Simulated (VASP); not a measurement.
# NaPb2Au2 (I4/mmm) in VASP: single point with PBE

Aim: the single point of NaPb2Au2 with PBE.

All numbers are computed with VASP 6.6.1; they aren't measurements. Logs are shortened: lines on timing, memory, paths and dates and some standing lists are left out, and cuts for length are marked.

### 1 The cell of the first run

It takes space group I4/mmm (No. 139, tetragonal). The conventional cell has a = 5.351 Å, b = 5.351 Å, c = 10.534 Å, α = 90.00°, β = 90.00°, γ = 90.00°. Na (site symmetry 4/mmm) has 10 Pb at 3.68 to 4.10 Å and 8 Au at 3.75 Å within 4.8 Å. Pb (site symmetry 4mm) has 4 Au at 2.87 Å and 1 Pb at 3.17 Å and 1 Na at 3.68 Å within 3.8 Å. Within 3.8 Å of Au (site symmetry -4m2) lie 4 Pb at 2.87 Å and 4 Na at 3.75 Å and 4 Au at 3.78 Å.

### 2 Single point, PBE

Input file INCAR:

```
ALGO = Fast
EDIFF = 1E-7
ENCUT = 520
GGA = PE
ISIF = 2
ISMEAR = 0
LASPH = True
LCHARG = True
LELF = True
LREAL = False
LVHAR = True
LWAVE = False
NBANDS = 36
NELM = 100
PREC = Accurate
SIGMA = 0.1
```

Input file KPOINTS:

```
k-points
0
Gamma
  10 10 10
```

Input file POSCAR:

```
NaPb2Au2
1.0
   -2.6753384956      2.6753384956      5.2670588638
    2.6753384956     -2.6753384956      5.2670588638
    2.6753384956      2.6753384956     -5.2670588638
Na Pb Au
1 2 2
Direct
    0.0000000000      0.0000000000      0.0000000000
    0.6506520514      0.6506520514      0.0000000000
    0.3493479486      0.3493479486      0.0000000000
    0.2500000000      0.7500000000      0.5000000000
    0.7500000000      0.2500000000      0.5000000000
```

Potentials or basis: VASP PAW PBE potentials, release 64 (Na_pv, Pb_d, Au).

Started as:

```bash
$ cat potpaw_PBE.64/Na_pv/POTCAR potpaw_PBE.64/Pb_d/POTCAR potpaw_PBE.64/Au/POTCAR > POTCAR
$ mpirun -np 1 vasp_std > vasp.out
```

OUTCAR:

```text
EDIFF = 1E-7
   ENCUT = 520
   GGA = PE
   ISIF = 2
   ISMEAR = 0
   LASPH = True
   LREAL = False
   NELM = 100
   PREC = Accurate

 ion  position               nearest neighbor table
   1  0.000  0.000  0.000-
   2  0.651  0.651  0.000-   4 2.87   5 2.87   4 2.87   5 2.87   3 3.17
   3  0.349  0.349  0.000-   4 2.87   5 2.87   4 2.87   5 2.87   2 3.17
   4  0.250  0.750  0.500-   3 2.87   2 2.87   3 2.87   2 2.87
   5  0.750  0.250  0.500-   3 2.87   2 2.87   3 2.87   2 2.87

  LATTYP: Found a body centered tetragonal cell.
 ALAT       =     5.3506769912
 C/A-ratio  =     1.9687448420

  Lattice vectors:

 A1 = (  -2.6753384956,   2.6753384956,   5.2670588638)
 A2 = (   2.6753384956,  -2.6753384956,   5.2670588638)
 A3 = (   2.6753384956,   2.6753384956,  -5.2670588638)

Analysis of symmetry for initial positions (statically):
=====================================================================
 Subroutine PRICEL returns:
 Original cell was already a primitive cell.

 Routine SETGRP: Setting up the symmetry group for a
 body centered tetragonal supercell.

 Subroutine GETGRP returns: Found 16 space group operations
 (whereof 16 operations were pure point group operations)
 out of a pool of 16 trial point group operations.

The static configuration has the point symmetry D_4h.

Analysis of symmetry for dynamics (positions and initial velocities):
=====================================================================
 Subroutine PRICEL returns:
 Original cell was already a primitive cell.

 Routine SETGRP: Setting up the symmetry group for a
 body centered tetragonal supercell.

 Subroutine GETGRP returns: Found 16 space group operations
 (whereof 16 operations were pure point group operations)
 out of a pool of 16 trial point group operations.

The dynamic configuration has the point symmetry D_4h.

 Subroutine INISYM returns: Found 16 space group operations
 (whereof 16 operations are pure point group operations),
 and found     1 'primitive' translations

----------------------------------------------------------------------------------------

                                     Primitive cell

  volume of cell :     150.7945

  direct lattice vectors                    reciprocal lattice vectors
    -2.675338496  2.675338496  5.267058864     0.000000000  0.186892238  0.094929640
     2.675338496 -2.675338496  5.267058864     0.186892238  0.000000000  0.094929640
     2.675338496  2.675338496 -5.267058864     0.186892238  0.186892238  0.000000000

  length of vectors
     6.485119984  6.485119984  6.485119984     0.209619525  0.209619525  0.264305538

  position of ions in fractional coordinates (direct lattice)
     0.000000000  0.000000000  0.000000000
     0.650652051  0.650652051  0.000000000
     0.349347949  0.349347949  0.000000000
     0.250000000  0.750000000  0.500000000
     0.750000000  0.250000000  0.500000000

  ion indices of the primitive-cell ions
   primitive index   ion index
                 1           1
                 2           2
                 3           3
                 4           4
                 5           5

----------------------------------------------------------------------------------------

 KPOINTS: k-points

Automatic generation of k-mesh.
 Grid dimensions read from file:
 generate k-points for:   10   10   10

 Generating k-lattice:

  Cartesian coordinates                     Fractional coordinates (reciprocal lattice)
     0.000000000  0.018689224  0.009492964     0.100000000  0.000000000 -0.000000000
     0.018689224  0.000000000  0.009492964     0.000000000  0.100000000 -0.000000000
     0.018689224  0.018689224  0.000000000     0.000000000  0.000000000  0.100000000

  Length of vectors
     0.020961953  0.020961953  0.026430554

  Shift w.r.t. Gamma in fractional coordinates (k-lattice)
     0.000000000  0.000000000  0.000000000

 Subroutine IBZKPT returns following result:
 ===========================================

 Found    102 irreducible k-points:

 Following reciprocal coordinates:
            Coordinates               Weight
  0.000000  0.000000  0.000000      1.000000
  0.100000 -0.000000  0.000000      8.000000
  0.200000 -0.000000  0.000000      8.000000
  0.300000  0.000000 -0.000000      8.000000
  0.400000  0.000000  0.000000      8.000000
  0.500000  0.000000  0.000000      4.000000
[... 16 lines left out ...]
  0.300000  0.300000  0.000000      8.000000
  0.400000  0.300000  0.000000     16.000000
 [... further k-points ...]
   k-points           NKPTS =    102   k-points in BZ     NKDIM =    102   number of bands    NBANDS=     36
   number of dos      NEDOS =    301   number of ions     NIONS =      5
   total plane-waves  NPLWV = 110592
   dimension x,y,z NGX =    48 NGY =   48 NGZ =   48
   dimension x,y,z NGXF=    96 NGYF=   96 NGZF=   96
   ions per type =               1   2   2
   NGX,Y,Z   is equivalent  to a cutoff of  12.30, 12.30, 12.30 a.u.
   NGXF,Y,Z  is equivalent  to a cutoff of  24.61, 24.61, 24.61 a.u.
 SYSTEM =  unknown system
   PREC   = accura    normal or accurate (medium, high low for compatibility)
   ISTART =      0    job   : 0-new  1-cont  2-samecut
   ICHARG =      2    charge: 1-file 2-atom 10-const
   ISPIN  =      1    spin polarized calculation?
   LNONCOLLINEAR =      F non collinear calculations
   LSORBIT =      F    spin-orbit coupling
   LASPH  =      T    aspherical Exc in radial PAW
   ENCUT  =  520.0 eV  38.22 Ry    6.18 a.u.  12.06 12.06 12.06*2*pi/ulx,y,z
   NELM   =    100;   NELMIN=  2; NELMDL= -5     # of ELM steps
   EDIFF  = 0.1E-06   stopping-criterion for ELM
   LREAL  =      F    real-space projection
   EDIFFG = 0.1E-05   stopping-criterion for IOM
   NSW    =      0    number of steps for IOM
   IBRION =     -1    ionic relax: 0-MD 1-quasi-New 2-CG
   NFREE  =      0    steps in history (QN), initial steepest desc. (CG)
   ISIF   =      2    stress and relaxation
   ISYM   =      2    0-nonsym 1-usesym 2-fastsym
   POTIM  = 0.5000    time-step for ionic-motion
   TEBEG  =    0.0;   TEEND  =   0.0 temperature during run
   PSTRESS=    0.0 pullay stress
   NELECT =      57.0000    total number of electrons
   NUPDOWN=      -1.0000    fix difference up-down
   EMIN   =  10.00;   EMAX   =-10.00  energy-range for DOS
   EFERMI =   0.00;   METHOD = LEGACY
   ISMEAR =     0;   SIGMA  =   0.10  broadening in eV -4-tet -1-fermi 0-gaus
   EFERMI_NEDOS =   21; number of points for ismear=-14 and -15
   IALGO  =     68    algorithm
   IMIX   =      4    mixing-type and parameters
     AMIX     =   0.40;   BMIX     =  1.00
     AMIX_MAG =   1.60;   BMIX_MAG =  1.00
  volume/ion in A,a.u.               =      30.16       203.52
  Fermi-wavevector in a.u.,A,eV,Ry     =   1.183690  2.236849 19.063416  1.401122
  Thomas-Fermi vector in A             =   2.319919
   LORBIT       =      0    0 simple, 1 ext, 2 COOP (PROOUT), +10 PAW based schemes
   GGA     = PE    functional components
   LHFCALC =     F    Hartree Fock is set to
   AEXX    =    0.0000 exact exchange contribution
   IVDW    =     0    specifies the selected vdW correction
   LEPSILON=     F    determine dielectric tensor
   LRPA    =     F    only Hartree local field effects (RPA)
 non-spin polarized calculation
 RMM-DIIS sequential band-by-band and
 Gauss-broadening in eV      SIGMA  =   0.10
  energy-cutoff  :      520.00
  volume of cell :      150.79
 maximum number of plane-waves:      4093
   NGX = 25   NGY = 25   NGZ = 25

 number of electron      56.9999994 magnetization

 Free energy of the ion-electron system (eV)
  ---------------------------------------------------
  ext. energy  EPLUGINS =         0.00000000
  ---------------------------------------------------
  free energy    TOTEN  =       -15.25313829 eV

  energy without entropy =      -15.24068266  energy(sigma->0) =      -15.24691047

 E-fermi :   4.6436     XC(G=0):  -9.0746

 val. band max:        4.6388182723   @ k =   0.5000   0.5000   0.5000
 cond. band min:       4.6584719478   @ k =  -0.3000  -0.3000   0.2000
 fundamental gap:      0.0196536754
 Fermi energy:         4.6435841187

 k-point     1 :       0.0000    0.0000    0.0000
  band No.  band energies     occupation
      1     -20.4530      2.00000
      2     -20.4530      2.00000
      3     -20.4416      2.00000
      4     -12.5428      2.00000
      5     -12.4179      2.00000
      6     -12.4179      2.00000
[... 28 lines left out ...]
     35       9.2676      0.00000
     36       9.2775      0.00000

 k-point     2 :       0.1000   -0.0000    0.0000
  band No.  band energies     occupation
      1     -20.4531      2.00000
      2     -20.4530      2.00000
      3     -20.4416      2.00000
      4     -12.5432      2.00000
      5     -12.4206      2.00000
      6     -12.4193      2.00000
[... 28 lines left out ...]
     35       8.6680      0.00000
     36       9.1904      0.00000

 k-point     3 :       0.2000   -0.0000    0.0000
  band No.  band energies     occupation
      1     -20.4531      2.00000
      2     -20.4530      2.00000
      3     -20.4416      2.00000
      4     -12.5443      2.00000
      5     -12.4271      2.00000
      6     -12.4226      2.00000
[... 28 lines left out ...]
     35       9.0790      0.00000
     36       9.1308      0.00000

 k-point     4 :       0.3000    0.0000   -0.0000
  band No.  band energies     occupation
      1     -20.4532      2.00000
      2     -20.4530      2.00000
      3     -20.4416      2.00000
      4     -12.5457      2.00000
      5     -12.4344      2.00000
      6     -12.4261      2.00000
[... 28 lines left out ...]
     35       9.1218      0.00000
     36       9.4582      0.00000

 k-point     5 :       0.4000    0.0000    0.0000
  band No.  band energies     occupation
      1     -20.4533      2.00000
      2     -20.4530      2.00000
      3     -20.4416      2.00000
      4     -12.5467      2.00000
      5     -12.4400      2.00000
      6     -12.4286      2.00000
[... 655 lines left out ...]
 k-point    22 :      -0.2000    0.2000    0.0000
  band No.  band energies     occupation
      1     -20.4531      2.00000
      2     -20.4531      2.00000
      3     -20.4416      2.00000
      4     -12.5448      2.00000
      5     -12.4318      2.00000
      6     -12.4235      2.00000
[... 28 lines left out ...]
     35       8.3530      0.00000
     36      10.2571      0.00000

 k-point    23 :       0.3000    0.3000    0.0000
  band No.  band energies     occupation
      1     -20.4532      2.00000
      2     -20.4532      2.00000
      3     -20.4416      2.00000
      4     -12.5476      2.00000
      5     -12.4426      2.00000
      6     -12.4367      2.00000
[... 28 lines left out ...]
     35       9.7044      0.00000
     36      10.1614      0.00000

 k-point    24 :       0.4000    0.3000    0.0000
  band No.  band energies     occupation
      1     -20.4532      2.00000
      2     -20.4532      2.00000
      3     -20.4416      2.00000
      4     -12.5479      2.00000
      5     -12.4468      2.00000
      6     -12.4354      2.00000
[... 28 lines left out ...]
     35       9.7777      0.00000
     36      10.5190      0.00000

 [... further k-points ...]
[... 5 lines left out ...]
  --------------------------------------------------------------------------------------
  -------------------------------------------------------------------------------------
  Total       -0.0228744     -0.0228744     -0.0428077      0.0000000     -0.0000000      0.0000000
  in kB       -0.2430380     -0.2430380     -0.4548281      0.0000000     -0.0000000      0.0000000
  external PRESSURE =      -0.3136347 kB  Pullay stress =       0.0000000 kB

 VOLUME and BASIS-vectors are now :
 -----------------------------------------------------------------------------
  energy-cutoff  :      520.00
  volume of cell :      150.79
      direct lattice vectors                 reciprocal lattice vectors
    -2.675338496  2.675338496  5.267058864     0.000000000  0.186892238  0.094929640
     2.675338496 -2.675338496  5.267058864     0.186892238  0.000000000  0.094929640
     2.675338496  2.675338496 -5.267058864     0.186892238  0.186892238  0.000000000

 POSITION                                       TOTAL-FORCE (eV/Angst)
 -----------------------------------------------------------------------------------
      0.00000      0.00000      0.00000         0.000000      0.000000      0.000000
      0.00000      0.00000      6.85405        -0.000000     -0.000000     -0.006970
      0.00000      0.00000      3.68007         0.000000      0.000000      0.006970
      2.67534      0.00000      2.63353         0.000000      0.000000      0.000000
      0.00000      2.67534      2.63353         0.000000      0.000000      0.000000
 -----------------------------------------------------------------------------------
    total drift:                                0.000000      0.000000     -0.000000

  FREE ENERGIE OF THE ION-ELECTRON SYSTEM (eV)
  ---------------------------------------------------
  free  energy   TOTEN  =       -15.2531382887 eV

  energy  without entropy=      -15.2406826562  energy(sigma->0) =      -15.24691047
```

Wall time 17 min (1 thread of Intel Xeon Platinum 8259CL at 2.50GHz (Skylake/Cascade Lake), shared host); peak memory 0.68 GiB.

Results:

```
Free energy            : -15.2531 eV
Pressure               : 0.0 GPa
Largest force          : 0.007 eV/Å
Band gap on the k mesh : zero (an odd number of electrons rules out a gap without spin polarisation)
```

Forces in eV/Å, atoms in the order of the input:
```
Na   0.000  0.000  0.000
Pb   0.000  0.000 -0.007
Pb   0.000  0.000  0.007
Au   0.000  0.000  0.000
Au   0.000  0.000  0.000
```

Levels at points of the mesh, in eV from the Fermi level:
| k point | band 26 | band 27 | band 28 | band 29 | band 30 | band 31 | band 32 | band 33 |
| --- | --- | --- | --- | --- | --- | --- | --- | --- |
| (0.00, 0.00, 0.00) | -2.47 | -1.21 | -1.21 | -0.95 | 1.15 | 1.15 | 1.44 | 1.51 |
| (0.50, 0.00, 0.00) | -2.96 | -2.34 | -0.06 | 0.21 | 0.62 | 0.96 | 2.13 | 3.00 |
| (0.50, 0.50, 0.00) | -3.37 | -3.19 | -1.69 | -0.87 | 1.21 | 1.72 | 2.51 | 4.08 |
| (0.50, 0.50, 0.50) | -1.84 | -1.84 | -1.23 | -0.18 | 0.00 | 2.43 | 2.43 | 2.53 |

Caveat: spin-orbit coupling is left out, which moves the levels of the heavy elements.
